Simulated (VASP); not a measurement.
# O (Fd-3m) in VASP: further runs

Runs on O. Level: PBEsol. Tasks: single point.

All numbers are computed with VASP 6.6.1; they aren't measurements. Logs are shortened: lines on timing, memory, paths and dates and some standing lists are left out, and cuts for length are marked.

### Step 1. The cell of the first run

Symmetry: Fd-3m, No. 227, cubic system. The conventional cell has a = 4.791 Å, b = 4.791 Å, c = 4.791 Å, α = 90.00°, β = 90.00°, γ = 90.00°. O (site symmetry -43m) has 4 O at 2.07 Å within 2.7 Å.

### Step 2. Single point, PBEsol

The input, INCAR:

```
ALGO = Normal
EDIFF = 1E-6
ENCUT = 520
GGA = PS
ISIF = 2
ISMEAR = -1
LASPH = True
LCHARG = False
LREAL = False
LWAVE = False
NBANDS = 13
NELM = 80
PREC = Accurate
SIGMA = 0.05
```

The input, KPOINTS:

```
k-points
0
Gamma
  11 11 11
```

The input, POSCAR:

```
O
1.0
    0.0000000000      2.3957099285      2.3957099285
    2.3957099285      0.0000000000      2.3957099285
    2.3957099285      2.3957099285      0.0000000000
O
2
Direct
   -0.1250000000     -0.1250000000     -0.1250000000
    0.1250000000      0.1250000000      0.1250000000
```

Potentials or basis: VASP PAW PBE potentials, release 64 (O).

Launch:

```
> cat potpaw_PBE.64/O/POTCAR > POTCAR
> mpirun -np 1 vasp_std > vasp.out
```

OUTCAR:

```text
EDIFF = 1E-6
   ENCUT = 520
   GGA = PS
   ISIF = 2
   ISMEAR = -1
   LASPH = True
   LREAL = False
   NELM = 80
   PREC = Accurate

 ion  position               nearest neighbor table
   1  0.875  0.875  0.875-
   2  0.125  0.125  0.125-

  LATTYP: Found a face centered cubic cell.
 ALAT       =     4.7914198570

  Lattice vectors:

 A1 = (   0.0000000000,   2.3957099285,   2.3957099285)
 A2 = (   2.3957099285,   0.0000000000,   2.3957099285)
 A3 = (   2.3957099285,   2.3957099285,   0.0000000000)

Analysis of symmetry for initial positions (statically):
=====================================================================
 Subroutine PRICEL returns:
 Original cell was already a primitive cell.

 Routine SETGRP: Setting up the symmetry group for a
 face centered cubic supercell.

 Subroutine GETGRP returns: Found 48 space group operations
 (whereof 12 operations were pure point group operations)
 out of a pool of 48 trial point group operations.

The static configuration has the point symmetry D_3d.
 The point group associated with its full space group is O_h .

Analysis of symmetry for dynamics (positions and initial velocities):
=====================================================================
 Subroutine PRICEL returns:
 Original cell was already a primitive cell.

 Routine SETGRP: Setting up the symmetry group for a
 face centered cubic supercell.

 Subroutine GETGRP returns: Found 48 space group operations
 (whereof 12 operations were pure point group operations)
 out of a pool of 48 trial point group operations.

The dynamic configuration has the point symmetry D_3d.
 The point group associated with its full space group is O_h .

 Subroutine INISYM returns: Found 48 space group operations
 (whereof 12 operations are pure point group operations),
 and found     1 'primitive' translations

----------------------------------------------------------------------------------------

                                     Primitive cell

  volume of cell :      27.5000

  direct lattice vectors                    reciprocal lattice vectors
     0.000000000  2.395709929  2.395709929    -0.208706402  0.208706402  0.208706402
     2.395709929  0.000000000  2.395709929     0.208706402 -0.208706402  0.208706402
     2.395709929  2.395709929  0.000000000     0.208706402  0.208706402 -0.208706402

  length of vectors
     3.388045472  3.388045472  3.388045472     0.361490093  0.361490093  0.361490093

  position of ions in fractional coordinates (direct lattice)
     0.875000000  0.875000000  0.875000000
     0.125000000  0.125000000  0.125000000

  ion indices of the primitive-cell ions
   primitive index   ion index
                 1           1
                 2           2

----------------------------------------------------------------------------------------

 KPOINTS: k-points

Automatic generation of k-mesh.
 Grid dimensions read from file:
 generate k-points for:   11   11   11

 Generating k-lattice:

  Cartesian coordinates                     Fractional coordinates (reciprocal lattice)
    -0.018973309  0.018973309  0.018973309     0.090909091  0.000000000  0.000000000
     0.018973309 -0.018973309  0.018973309     0.000000000  0.090909091  0.000000000
     0.018973309  0.018973309 -0.018973309     0.000000000  0.000000000  0.090909091

  Length of vectors
     0.032862736  0.032862736  0.032862736

  Shift w.r.t. Gamma in fractional coordinates (k-lattice)
     0.000000000  0.000000000  0.000000000

 Subroutine IBZKPT returns following result:
 ===========================================

 Found     56 irreducible k-points:

 Following reciprocal coordinates:
            Coordinates               Weight
  0.000000  0.000000  0.000000      1.000000
  0.090909  0.000000  0.000000      8.000000
  0.181818  0.000000  0.000000      8.000000
  0.272727  0.000000  0.000000      8.000000
  0.363636  0.000000  0.000000      8.000000
  0.454545  0.000000  0.000000      8.000000
[... 16 lines left out ...]
 -0.272727  0.181818  0.000000     24.000000
 -0.181818  0.181818  0.000000     12.000000
 [... further k-points ...]
   k-points           NKPTS =     56   k-points in BZ     NKDIM =     56   number of bands    NBANDS=     13
   number of dos      NEDOS =    301   number of ions     NIONS =      2
   total plane-waves  NPLWV =  21952
   dimension x,y,z NGX =    28 NGY =   28 NGZ =   28
   dimension x,y,z NGXF=    56 NGYF=   56 NGZF=   56
   ions per type =               2
   NGX,Y,Z   is equivalent  to a cutoff of  13.74, 13.74, 13.74 a.u.
   NGXF,Y,Z  is equivalent  to a cutoff of  27.48, 27.48, 27.48 a.u.
 SYSTEM =  unknown system
   PREC   = accura    normal or accurate (medium, high low for compatibility)
   ISTART =      0    job   : 0-new  1-cont  2-samecut
   ICHARG =      2    charge: 1-file 2-atom 10-const
   ISPIN  =      1    spin polarized calculation?
   LNONCOLLINEAR =      F non collinear calculations
   LSORBIT =      F    spin-orbit coupling
   LASPH  =      T    aspherical Exc in radial PAW
   ENCUT  =  520.0 eV  38.22 Ry    6.18 a.u.   6.30  6.30  6.30*2*pi/ulx,y,z
   NELM   =     80;   NELMIN=  2; NELMDL= -5     # of ELM steps
   EDIFF  = 0.1E-05   stopping-criterion for ELM
   LREAL  =      F    real-space projection
   EDIFFG = 0.1E-04   stopping-criterion for IOM
   NSW    =      0    number of steps for IOM
   IBRION =     -1    ionic relax: 0-MD 1-quasi-New 2-CG
   NFREE  =      0    steps in history (QN), initial steepest desc. (CG)
   ISIF   =      2    stress and relaxation
   ISYM   =      2    0-nonsym 1-usesym 2-fastsym
   POTIM  = 0.5000    time-step for ionic-motion
   TEBEG  =    0.0;   TEEND  =   0.0 temperature during run
   PSTRESS=    0.0 pullay stress
   NELECT =      12.0000    total number of electrons
   NUPDOWN=      -1.0000    fix difference up-down
   EMIN   =  10.00;   EMAX   =-10.00  energy-range for DOS
   EFERMI =   0.00;   METHOD = LEGACY
   ISMEAR =    -1;   SIGMA  =   0.05  broadening in eV -4-tet -1-fermi 0-gaus
   EFERMI_NEDOS =   21; number of points for ismear=-14 and -15
   IALGO  =     38    algorithm
   IMIX   =      4    mixing-type and parameters
     AMIX     =   0.40;   BMIX     =  1.00
     AMIX_MAG =   1.60;   BMIX_MAG =  1.00
  volume/ion in A,a.u.               =      13.75        92.79
  Fermi-wavevector in a.u.,A,eV,Ry     =   1.241722  2.346514 20.978460  1.541873
  Thomas-Fermi vector in A             =   2.376107
   LORBIT       =      0    0 simple, 1 ext, 2 COOP (PROOUT), +10 PAW based schemes
   GGA     = PS    functional components
   LHFCALC =     F    Hartree Fock is set to
   AEXX    =    0.0000 exact exchange contribution
   IVDW    =     0    specifies the selected vdW correction
   LEPSILON=     F    determine dielectric tensor
   LRPA    =     F    only Hartree local field effects (RPA)
 non-spin polarized calculation
  energy-cutoff  :      520.00
  volume of cell :       27.50
 maximum number of plane-waves:       751
 NGX is ok and might be reduce to    28
   NGX = 13   NGY = 13   NGZ = 13

 number of electron      11.9999995 magnetization

 Free energy of the ion-electron system (eV)
  ---------------------------------------------------
  ext. energy  EPLUGINS =         0.00000000
  ---------------------------------------------------
  free energy    TOTEN  =        -6.17783527 eV

  energy without entropy =       -6.16515858  energy(sigma->0) =       -6.17149693

 E-fermi :  -2.1116     XC(G=0):  -8.9613

 val. band max:       -2.1378219593   @ k =  -0.0909   0.0909   0.0000
 cond. band min:      -2.0960519380   @ k =   0.1818   0.0909   0.0000
 fundamental gap:      0.0417700212
 Fermi energy:        -2.1116341902

 k-point     1 :       0.0000    0.0000    0.0000
  band No.  band energies     occupation
      1     -21.2958      2.00000
      2     -16.2535      2.00000
      3      -4.8595      2.00000
      4      -4.8595      2.00000
      5      -4.8595      2.00000
      6      -2.4718      1.99851
      7      -2.4718      1.99851
      8      -2.4718      1.99851
      9       7.0179      0.00000
     10      19.8310      0.00000
     11      19.8310      0.00000
     12      19.8310      0.00000
     13      20.4688      0.00000

 k-point     2 :       0.0909    0.0000    0.0000
  band No.  band energies     occupation
      1     -21.2299      2.00000
      2     -16.3510      2.00000
      3      -4.9353      2.00000
      4      -4.9279      2.00000
      5      -4.9279      2.00000
      6      -2.4268      1.99634
      7      -2.3963      1.99329
      8      -2.3963      1.99329
      9       7.2433      0.00000
     10      18.7716      0.00000
     11      18.8789      0.00000
     12      18.8789      0.00000
     13      21.5956      0.00000

 k-point     3 :       0.1818    0.0000    0.0000
  band No.  band energies     occupation
      1     -21.0392      2.00000
      2     -16.6240      2.00000
      3      -5.1577      2.00000
      4      -5.0926      2.00000
      5      -5.0926      2.00000
      6      -2.2616      1.90500
      7      -2.2135      1.76916
      8      -2.2135      1.76916
      9       7.8422      0.00000
     10      17.0752      0.00000
     11      17.9614      0.00000
     12      17.9614      0.00000
     13      22.0959      0.00000
[... 305 lines left out ...]
 k-point    23 :      -0.2727    0.1818    0.0000
  band No.  band energies     occupation
      1     -20.3237      2.00000
      2     -17.5528      2.00000
      3      -6.3386      2.00000
      4      -5.4394      2.00000
      5      -4.7826      2.00000
      6      -2.2668      1.91412
      7      -1.8104      0.00482
      8      -1.3348      0.00000
      9       9.5423      0.00000
     10      13.6414      0.00000
     11      16.6502      0.00000
     12      17.4544      0.00000
     13      23.1545      0.00000

 k-point    24 :      -0.1818    0.1818    0.0000
  band No.  band energies     occupation
      1     -20.6440      2.00000
      2     -17.1529      2.00000
      3      -5.9946      2.00000
      4      -5.2451      2.00000
      5      -4.8615      2.00000
      6      -2.3370      1.97818
      7      -2.0245      0.29770
      8      -1.5538      0.00003
      9       8.8641      0.00000
     10      14.7275      0.00000
     11      16.7641      0.00000
     12      18.1507      0.00000
     13      22.5614      0.00000

 [... further k-points ...]

------------------------ aborting loop because EDIFF is reached ----------------------------------------

  FORCE on cell =-STRESS in cart. coord.  units (eV):
  Direction    XX          YY          ZZ          XY          YZ          ZX
  --------------------------------------------------------------------------------------
  -------------------------------------------------------------------------------------
  Total       -3.5451936     -3.5451936     -3.5451936      0.0000000     -0.0000000      0.0000000
  in kB     -206.5465038   -206.5465038   -206.5465038      0.0000000     -0.0000000      0.0000000
  external PRESSURE =    -206.5465038 kB  Pullay stress =       0.0000000 kB

 VOLUME and BASIS-vectors are now :
 -----------------------------------------------------------------------------
  energy-cutoff  :      520.00
  volume of cell :       27.50
      direct lattice vectors                 reciprocal lattice vectors
     0.000000000  2.395709929  2.395709929    -0.208706402  0.208706402  0.208706402
     2.395709929  0.000000000  2.395709929     0.208706402 -0.208706402  0.208706402
     2.395709929  2.395709929  0.000000000     0.208706402  0.208706402 -0.208706402

 POSITION                                       TOTAL-FORCE (eV/Angst)
 -----------------------------------------------------------------------------------
      4.19249      4.19249      4.19249         0.000000      0.000000     -0.000000
      0.59893      0.59893      0.59893        -0.000000     -0.000000      0.000000
 -----------------------------------------------------------------------------------
    total drift:                                0.000000     -0.000000     -0.000000

  FREE ENERGIE OF THE ION-ELECTRON SYSTEM (eV)
  ---------------------------------------------------
  free  energy   TOTEN  =        -6.1778352658 eV

  energy  without entropy=       -6.1651585850  energy(sigma->0) =       -6.17149693
```

Wall time 20 s (1 thread of Intel Xeon Platinum 8259CL at 2.50GHz (Skylake/Cascade Lake), shared host); peak memory 0.15 GiB.

What came out:

```
Free energy            : -6.1778 eV
Pressure               : -20.7 GPa
Band gap on the k mesh : zero (band 6 reaches -1.75 eV, above the bottom of band 7 at -2.47 eV)
```

Levels at points of the mesh, in eV from the Fermi level:
```
           k point  band 4  band 5  band 6  band 7  band 8  band 9
(0.00, 0.00, 0.00)   -2.75   -2.75   -0.36   -0.36   -0.36    9.13
```

Caveat: the PAW data sets were made with another functional, which shifts forces and pressure a little.

(Continued in part 2 of 2.)
